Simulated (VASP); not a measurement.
Wanted: the native input for a VASP 6.6.1 run.

```yaml
Task: single point
Functional: PBEsol
Potentials_or_basis: VASP PAW PBE potentials, release 64 (Si, Mg, O)
Cutoff: 520 eV
k_mesh: 1 × 1 × 1, shifted
Occupations: fermi-dirac, width 0.05 eV
Spin: no spin polarisation
Dipole_correction: no
Further_INCAR_settings: LREAL = Auto; ALGO = Normal; EDIFF = 1e-06; NBANDS = 232; ISYM = -1
```

The structure of MgSi11O24 (a cell with a defect) lies in POSCAR:

```
MgSi11O24
1.0
    8.3886930000      0.0000000000      0.0000000000
    0.0000000000      8.3886930000      0.0000000000
    0.0000000000      0.0000000000      8.0356430000
Si Mg O
22 2 48
Direct
    0.9996170000      0.9994910000      0.9981270000
    0.9998050000      0.9996490000      0.3348650000
    0.9996690000      0.9995210000      0.6665030000
    0.9998440000      0.4997660000      0.9996480000
    0.9996850000      0.4993360000      0.3333650000
    0.9997070000      0.4995070000      0.6664890000
    0.4999050000      0.9996110000      0.9996400000
    0.4995270000      0.9995440000      0.3333570000
    0.4996680000      0.9995160000      0.6665100000
    0.4997140000      0.4995350000      0.6664940000
    0.2461320000      0.2460240000      0.1664770000
    0.2486650000      0.2485730000      0.4981390000
    0.2484910000      0.2482860000      0.8348780000
    0.2455110000      0.7537600000      0.1664790000
    0.2522570000      0.7471290000      0.5020110000
    0.2521160000      0.7470200000      0.8309840000
    0.7539340000      0.2453370000      0.1665130000
    0.7472670000      0.2520800000      0.5020080000
    0.7471750000      0.2519550000      0.8309820000
    0.7533220000      0.7531080000      0.1665220000
    0.7509690000      0.7507800000      0.4981150000
    0.7507250000      0.7505380000      0.8348700000
    0.4997740000      0.4995150000      0.0018430000
    0.4997350000      0.4996270000      0.3311170000
    0.1470660000      0.1470160000      0.9990680000
    0.1471510000      0.1470610000      0.3335830000
    0.1519710000      0.1518160000      0.6662870000
    0.1480870000      0.6551950000      0.9971950000
    0.1483920000      0.6549200000      0.3356350000
    0.1455870000      0.6559190000      0.6664180000
    0.6554350000      0.1478270000      0.9972130000
    0.6551460000      0.1480980000      0.3356470000
    0.6560780000      0.1453930000      0.6664170000
    0.6629110000      0.6627320000      0.0019160000
    0.6630330000      0.6629890000      0.3314670000
    0.6542710000      0.6541070000      0.6664170000
    0.3364240000      0.3361240000      0.0015130000
    0.3365370000      0.3363950000      0.3311070000
    0.3451500000      0.3449530000      0.6665820000
    0.3442590000      0.8510400000      0.9973570000
    0.3440350000      0.8512820000      0.3357870000
    0.3432880000      0.8536680000      0.6665790000
    0.8511040000      0.3441820000      0.9973640000
    0.8513620000      0.3439070000      0.3358130000
    0.8538050000      0.3431360000      0.6665670000
    0.8522880000      0.8520590000      0.9993950000
    0.8523690000      0.8521120000      0.3339520000
    0.8474250000      0.8472550000      0.6667180000
    0.0937470000      0.4011530000      0.1664080000
    0.0969560000      0.4028230000      0.5002950000
    0.0967640000      0.4028140000      0.8327080000
    0.0968100000      0.9024620000      0.1665000000
    0.0972600000      0.9019210000      0.5011900000
    0.0973260000      0.9020120000      0.8318020000
    0.6152950000      0.3840380000      0.1665190000
    0.6032930000      0.3952800000      0.5135450000
    0.6039540000      0.3959070000      0.8194100000
    0.5981340000      0.9056060000      0.1665910000
    0.5963900000      0.9025120000      0.5002910000
    0.5964150000      0.9022860000      0.8327200000
    0.4013310000      0.0936020000      0.1664130000
    0.4029800000      0.0968110000      0.5002880000
    0.4029950000      0.0965720000      0.8327110000
    0.3842530000      0.6151600000      0.1664580000
    0.3954580000      0.6031500000      0.5135860000
    0.3960940000      0.6037860000      0.8194330000
    0.9026250000      0.0966370000      0.1665030000
    0.9020660000      0.0970840000      0.5011940000
    0.9021480000      0.0971920000      0.8317970000
    0.9057820000      0.5979610000      0.1666010000
    0.9026880000      0.5962520000      0.5002790000
    0.9024900000      0.5962270000      0.8327130000
```

These files were run (other wordings do the same):

INCAR

```
SYSTEM = MgSi11O24
ALGO = Normal
EDIFF = 1E-6
ENCUT = 520
GGA = PS
GGA_COMPAT = .FALSE.
ISIF = 2
ISMEAR = -1
ISYM = -1
LASPH = .TRUE.
LCHARG = .TRUE.
LELF = .TRUE.
LREAL = Auto
LVHAR = .TRUE.
LWAVE = .FALSE.
NBANDS = 232
NELM = 120
PREC = Accurate
SIGMA = 0.05
```

KPOINTS

```
explicit points
1
Reciprocal
  0.25000000   0.25000000   0.25000000 1
```

Potentials or basis: VASP PAW PBE potentials, release 64 (Si, Mg, O).

Command:

```sh
$ cat potpaw_PBE.64/Si/POTCAR potpaw_PBE.64/Mg/POTCAR potpaw_PBE.64/O/POTCAR > POTCAR
$ mpirun -np 1 vasp_std > vasp.out
```

Results of the run:

```
Pressure      : 8.6 GPa
Largest force : 0.159 eV/Å
```

Caveat: the PAW data sets were made with another functional, which shifts forces and pressure a little.

Wall time 11 min on 1 thread of Intel Xeon 8259CL (shared host), peak memory 0.58 GiB.
